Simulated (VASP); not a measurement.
# AlN (F-43m) in VASP: notebook

The runs below take AlN through single point, with PBEsol.

Program: VASP 6.6.1. These are calculated values, not measurements. Logs are shortened: lines on timing, memory, paths and dates and some standing lists are left out, and cuts for length are marked.

## 1. The cell of the first run

It takes space group F-43m (No. 216, cubic). The conventional cell has a = 4.311 Å, b = 4.311 Å, c = 4.311 Å, α = 90.00°, β = 90.00°, γ = 90.00°. Al (site symmetry -43m) has 4 N at 1.87 Å within 2.5 Å. Within 2.5 Å of N (site symmetry -43m) lie 4 Al at 1.87 Å.

## 2. Single point, PBEsol

The input, INCAR:

```
SYSTEM = AlN
PREC     = Accurate       ! precision mode
ENCUT    = 520            ! plane-wave cutoff, eV
EDIFF    = 1E-6           ! SCF threshold, eV
ISMEAR   = 0              ! smearing method
SIGMA    = 0.01           ! smearing width, eV
LREAL    = .FALSE.        ! projectors in reciprocal space
LASPH    = .TRUE.         ! aspherical terms in the spheres
NELM     = 60             ! most SCF steps
ALGO     = Normal         ! electronic algorithm
ISIF     = 2              ! what is computed and relaxed
LWAVE    = .FALSE.        ! write WAVECAR
LCHARG   = .FALSE.        ! write CHGCAR
GGA      = PS             ! functional
NBANDS   = 11             ! bands
```

The input, KPOINTS:

```
regular mesh
0
G
  8 8 8
  0 0 0
```

The input, POSCAR:

```
AlN
1.0
    0.0000000000      2.1557373458      2.1557373458
    2.1557373458      0.0000000000      2.1557373458
    2.1557373458      2.1557373458      0.0000000000
Al N
1 1
Direct
    0.0000000000      0.0000000000      0.0000000000
    0.7500000000      0.7500000000      0.7500000000
```

Potentials or basis: VASP PAW PBE potentials, release 64 (Al, N).

Launch:

```sh
> cat potpaw_PBE.64/Al/POTCAR potpaw_PBE.64/N/POTCAR > POTCAR
> mpirun -np 1 vasp_std > vasp.out
```

OUTCAR:

```text
SYSTEM = AlN
   PREC = Accurate
   ENCUT = 520
   EDIFF = 1E-6
   ISMEAR = 0
   LREAL = .FALSE.
   LASPH = .TRUE.
   NELM = 60
   ISIF = 2
   GGA = PS

 ion  position               nearest neighbor table
   1  0.000  0.000  0.000-   2 1.87   2 1.87   2 1.87   2 1.87
   2  0.750  0.750  0.750-   1 1.87   1 1.87   1 1.87   1 1.87

  LATTYP: Found a face centered cubic cell.
 ALAT       =     4.3114746916

  Lattice vectors:

 A1 = (   0.0000000000,   2.1557373458,   2.1557373458)
 A2 = (   2.1557373458,   0.0000000000,   2.1557373458)
 A3 = (   2.1557373458,   2.1557373458,   0.0000000000)

Analysis of symmetry for initial positions (statically):
=====================================================================
 Subroutine PRICEL returns:
 Original cell was already a primitive cell.

 Routine SETGRP: Setting up the symmetry group for a
 face centered cubic supercell.

 Subroutine GETGRP returns: Found 24 space group operations
 (whereof 24 operations were pure point group operations)
 out of a pool of 48 trial point group operations.

The static configuration has the point symmetry T_d .

Analysis of symmetry for dynamics (positions and initial velocities):
=====================================================================
 Subroutine PRICEL returns:
 Original cell was already a primitive cell.

 Routine SETGRP: Setting up the symmetry group for a
 face centered cubic supercell.

 Subroutine GETGRP returns: Found 24 space group operations
 (whereof 24 operations were pure point group operations)
 out of a pool of 48 trial point group operations.

The dynamic configuration has the point symmetry T_d .

 Subroutine INISYM returns: Found 24 space group operations
 (whereof 24 operations are pure point group operations),
 and found     1 'primitive' translations

----------------------------------------------------------------------------------------

                                     Primitive cell

  volume of cell :      20.0363

  direct lattice vectors                    reciprocal lattice vectors
     0.000000000  2.155737346  2.155737346    -0.231939202  0.231939202  0.231939202
     2.155737346  0.000000000  2.155737346     0.231939202 -0.231939202  0.231939202
     2.155737346  2.155737346  0.000000000     0.231939202  0.231939202 -0.231939202

  length of vectors
     3.048672991  3.048672991  3.048672991     0.401730482  0.401730482  0.401730482

  position of ions in fractional coordinates (direct lattice)
     0.000000000  0.000000000  0.000000000
     0.750000000  0.750000000  0.750000000

  ion indices of the primitive-cell ions
   primitive index   ion index
                 1           1
                 2           2

----------------------------------------------------------------------------------------

 KPOINTS: regular mesh

Automatic generation of k-mesh.
 Grid dimensions read from file:
 generate k-points for:    8    8    8

 Generating k-lattice:

  Cartesian coordinates                     Fractional coordinates (reciprocal lattice)
    -0.028992400  0.028992400  0.028992400     0.125000000  0.000000000  0.000000000
     0.028992400 -0.028992400  0.028992400     0.000000000  0.125000000  0.000000000
     0.028992400  0.028992400 -0.028992400     0.000000000  0.000000000  0.125000000

  Length of vectors
     0.050216310  0.050216310  0.050216310

  Shift w.r.t. Gamma in fractional coordinates (k-lattice)
     0.000000000  0.000000000  0.000000000

 Subroutine IBZKPT returns following result:
 ===========================================

 Found     29 irreducible k-points:

 Following reciprocal coordinates:
            Coordinates               Weight
  0.000000  0.000000  0.000000      1.000000
  0.125000  0.000000  0.000000      8.000000
  0.250000  0.000000  0.000000      8.000000
  0.375000  0.000000  0.000000      8.000000
  0.500000  0.000000  0.000000      4.000000
  0.125000  0.125000  0.000000      6.000000
[... 16 lines left out ...]
  0.500000  0.250000  0.125000     48.000000
 -0.375000  0.250000  0.125000     24.000000
 [... further k-points ...]
   k-points           NKPTS =     29   k-points in BZ     NKDIM =     29   number of bands    NBANDS=     11
   number of dos      NEDOS =    301   number of ions     NIONS =      2
   total plane-waves  NPLWV =  13824
   dimension x,y,z NGX =    24 NGY =   24 NGZ =   24
   dimension x,y,z NGXF=    48 NGYF=   48 NGZF=   48
   ions per type =               1   1
   NGX,Y,Z   is equivalent  to a cutoff of  13.09, 13.09, 13.09 a.u.
   NGXF,Y,Z  is equivalent  to a cutoff of  26.17, 26.17, 26.17 a.u.
 SYSTEM =  AlN
   PREC   = accura    normal or accurate (medium, high low for compatibility)
   ISTART =      0    job   : 0-new  1-cont  2-samecut
   ICHARG =      2    charge: 1-file 2-atom 10-const
   ISPIN  =      1    spin polarized calculation?
   LNONCOLLINEAR =      F non collinear calculations
   LSORBIT =      F    spin-orbit coupling
   LASPH  =      T    aspherical Exc in radial PAW
   ENCUT  =  520.0 eV  38.22 Ry    6.18 a.u.   5.67  5.67  5.67*2*pi/ulx,y,z
   NELM   =     60;   NELMIN=  2; NELMDL= -5     # of ELM steps
   EDIFF  = 0.1E-05   stopping-criterion for ELM
   LREAL  =      F    real-space projection
   EDIFFG = 0.1E-04   stopping-criterion for IOM
   NSW    =      0    number of steps for IOM
   IBRION =     -1    ionic relax: 0-MD 1-quasi-New 2-CG
   NFREE  =      0    steps in history (QN), initial steepest desc. (CG)
   ISIF   =      2    stress and relaxation
   ISYM   =      2    0-nonsym 1-usesym 2-fastsym
   POTIM  = 0.5000    time-step for ionic-motion
   TEBEG  =    0.0;   TEEND  =   0.0 temperature during run
   PSTRESS=    0.0 pullay stress
   NELECT =       8.0000    total number of electrons
   NUPDOWN=      -1.0000    fix difference up-down
   EMIN   =  10.00;   EMAX   =-10.00  energy-range for DOS
   EFERMI =   0.00;   METHOD = LEGACY
   ISMEAR =     0;   SIGMA  =   0.01  broadening in eV -4-tet -1-fermi 0-gaus
   EFERMI_NEDOS =   21; number of points for ismear=-14 and -15
   IALGO  =     38    algorithm
   IMIX   =      4    mixing-type and parameters
     AMIX     =   0.40;   BMIX     =  1.00
     AMIX_MAG =   1.60;   BMIX_MAG =  1.00
  volume/ion in A,a.u.               =      10.02        67.61
  Fermi-wavevector in a.u.,A,eV,Ry     =   1.205496  2.278056 19.772255  1.453220
  Thomas-Fermi vector in A             =   2.341190
   LORBIT       =      0    0 simple, 1 ext, 2 COOP (PROOUT), +10 PAW based schemes
   GGA     = PS    functional components
   LHFCALC =     F    Hartree Fock is set to
   AEXX    =    0.0000 exact exchange contribution
   IVDW    =     0    specifies the selected vdW correction
   LEPSILON=     F    determine dielectric tensor
   LRPA    =     F    only Hartree local field effects (RPA)
 non-spin polarized calculation
 Gauss-broadening in eV      SIGMA  =   0.01
  energy-cutoff  :      520.00
  volume of cell :       20.04
 maximum number of plane-waves:       560
   NGX = 11   NGY = 11   NGZ = 11

 number of electron       7.9999998 magnetization

 Free energy of the ion-electron system (eV)
  ---------------------------------------------------
  ext. energy  EPLUGINS =         0.00000000
  ---------------------------------------------------
  free energy    TOTEN  =       -15.58240380 eV

  energy without entropy =      -15.58240380  energy(sigma->0) =      -15.58240380

 E-fermi :   6.3223     XC(G=0): -11.3012

 val. band max:        6.2531382332   @ k =   0.0000   0.0000   0.0000
 cond. band min:       9.4569201446   @ k =   0.5000   0.5000   0.0000
 fundamental gap:      3.2037819114
 Fermi energy:         6.3223359722

 k-point     1 :       0.0000    0.0000    0.0000
  band No.  band energies     occupation
      1      -8.9367      2.00000
      2       6.2531      2.00000
      3       6.2531      2.00000
      4       6.2531      2.00000
      5      10.7345      0.00000
      6      19.1096      0.00000
      7      19.1096      0.00000
      8      19.1096      0.00000
      9      24.1536      0.00000
     10      24.1536      0.00000
     11      25.5851      0.00000

 k-point     2 :       0.1250    0.0000    0.0000
  band No.  band energies     occupation
      1      -8.6961      2.00000
      2       5.0554      2.00000
      3       6.1735      2.00000
      4       6.1735      2.00000
      5      11.6674      0.00000
      6      18.5286      0.00000
      7      19.2855      0.00000
      8      19.2855      0.00000
      9      22.5592      0.00000
     10      22.5592      0.00000
     11      24.4965      0.00000

 k-point     3 :       0.2500    0.0000    0.0000
  band No.  band energies     occupation
      1      -8.0326      2.00000
      2       2.9057      2.00000
      3       5.9944      2.00000
      4       5.9944      2.00000
      5      12.9751      0.00000
      6      17.4823      0.00000
      7      18.7966      0.00000
      8      18.7966      0.00000
      9      22.7552      0.00000
     10      22.7552      0.00000
     11      23.7385      0.00000

 k-point     4 :       0.3750    0.0000    0.0000
  band No.  band energies     occupation
      1      -7.1830      2.00000
      2       0.9969      2.00000
      3       5.8310      2.00000
      4       5.8310      2.00000
      5      13.6898      0.00000
      6      16.6344      0.00000
      7      17.8883      0.00000
      8      17.8883      0.00000
      9      24.1163      0.00000
     10      24.8869      0.00000
     11      24.8869      0.00000
[... 239 lines left out ...]
 k-point    22 :       0.3750    0.2500    0.1250
  band No.  band energies     occupation
      1      -7.4967      2.00000
      2       2.5996      2.00000
      3       4.7235      2.00000
      4       5.6378      2.00000
      5      13.1959      0.00000
      6      16.9747      0.00000
      7      17.3821      0.00000
      8      19.7894      0.00000
      9      21.1897      0.00000
     10      25.7100      0.00000
     11      28.2217      0.00000

 k-point    23 :       0.5000    0.2500    0.1250
  band No.  band energies     occupation
      1      -6.7603      2.00000
      2       1.4762      2.00000
      3       4.1153      2.00000
      4       5.2956      2.00000
      5      13.3443      0.00000
      6      16.1218      0.00000
      7      18.0968      0.00000
      8      19.3719      0.00000
      9      22.6162      0.00000
     10      26.2945      0.00000
     11      28.4212      0.00000

 k-point    24 :      -0.3750    0.2500    0.1250
  band No.  band energies     occupation
      1      -6.3890      2.00000
      2       0.9160      2.00000
      3       3.9608      2.00000
      4       5.0997      2.00000
      5      13.3683      0.00000
      6      15.7526      0.00000
      7      18.7047      0.00000
      8      19.2125      0.00000
      9      23.8307      0.00000
     10      25.3402      0.00000
     11      28.7116      0.00000

 [... further k-points ...]

------------------------ aborting loop because EDIFF is reached ----------------------------------------

  FORCE on cell =-STRESS in cart. coord.  units (eV):
  Direction    XX          YY          ZZ          XY          YZ          ZX
  --------------------------------------------------------------------------------------
  -------------------------------------------------------------------------------------
  Total        1.2579337      1.2579337      1.2579337     -0.0000000      0.0000000     -0.0000000
  in kB      100.5890724    100.5890724    100.5890724     -0.0000000      0.0000000     -0.0000000
  external PRESSURE =     100.5890724 kB  Pullay stress =       0.0000000 kB

 VOLUME and BASIS-vectors are now :
 -----------------------------------------------------------------------------
  energy-cutoff  :      520.00
  volume of cell :       20.04
      direct lattice vectors                 reciprocal lattice vectors
     0.000000000  2.155737346  2.155737346    -0.231939202  0.231939202  0.231939202
     2.155737346  0.000000000  2.155737346     0.231939202 -0.231939202  0.231939202
     2.155737346  2.155737346  0.000000000     0.231939202  0.231939202 -0.231939202

 POSITION                                       TOTAL-FORCE (eV/Angst)
 -----------------------------------------------------------------------------------
      0.00000      0.00000      0.00000        -0.000000     -0.000000     -0.000000
      3.23361      3.23361      3.23361         0.000000      0.000000      0.000000
 -----------------------------------------------------------------------------------
    total drift:                               -0.000000     -0.000000     -0.000000

  FREE ENERGIE OF THE ION-ELECTRON SYSTEM (eV)
  ---------------------------------------------------
  free  energy   TOTEN  =       -15.5824038009 eV

  energy  without entropy=      -15.5824038009  energy(sigma->0) =      -15.58240380
```

Wall time 2.6 s (1 thread of Intel Xeon 6975P-C (Granite Rapids), shared host); peak memory 0.13 GiB.

Results:

* Free energy: -15.5824 eV
* Pressure: 10.1 GPa
* Band gap on the k mesh: 3.20 eV, indirect (least direct gap 4.48 eV)

Caveat: the PAW data sets were made with another functional, which shifts forces and pressure a little. A k mesh can miss the band edges.

## 3. Single point, PBEsol

This run uses another cell than the first one, of 9.64 Å³/atom, 0.962 times its volume.

The input, INCAR:

```
ALGO = Normal ; EDIFF = 1E-6
ENCUT = 520 ; GGA = PS
ISIF = 2 ; ISMEAR = 0
LASPH = T ; LCHARG = T
LELF = T ; LREAL = F
LVHAR = T ; LWAVE = F
NBANDS = 11 ; NELM = 80
PREC = Accurate ; SIGMA = 0.01
```

The input, KPOINTS:

```
k-points
0
Gamma
  8 8 8
```

The input, POSCAR:

```
AlN
1.0
    0.0000000000      2.1279659315      2.1279659315
    2.1279659315      0.0000000000      2.1279659315
    2.1279659315      2.1279659315      0.0000000000
Al N
1 1
Direct
    0.0000000000      0.0000000000      0.0000000000
    0.7500000000      0.7500000000      0.7500000000
```

Potentials or basis: VASP PAW PBE potentials, release 64 (Al, N).

Launch:

```sh
> cat potpaw_PBE.64/Al/POTCAR potpaw_PBE.64/N/POTCAR > POTCAR
> mpirun -np 1 vasp_std > vasp.out
```

It took 2.6 s on 1 thread of Intel Xeon 6975P-C (Granite Rapids), shared host; peak memory 0.13 GiB.

The run converged. Its results:

```yaml
Free_energy: -15.5106 eV
Pressure: 20.1 GPa
Band_gap_on_the_k_mesh: 3.22 eV, indirect (least direct gap 4.84 eV)
```

Levels at points of the mesh, in eV from the valence-band top:
```csv
k point,band 1,band 2,band 3,band 4,band 5,band 6,band 7,band 8,band 9
"(0.00, 0.00, 0.00)",-15.43,0.00,0.00,0.00,4.84,13.25,13.25,13.25,18.22
"(0.50, 0.00, 0.00)",-13.10,-6.25,-0.49,-0.49,8.00,10.30,11.53,11.53,18.91
"(0.50, 0.50, 0.00)",-12.38,-5.20,-1.87,-1.87,3.22,8.95,14.98,16.61,16.61
```

Caveat: the PAW data sets were made with another functional, which shifts forces and pressure a little. PBEsol gaps usually lie below the measured ones, often by a third to a half.
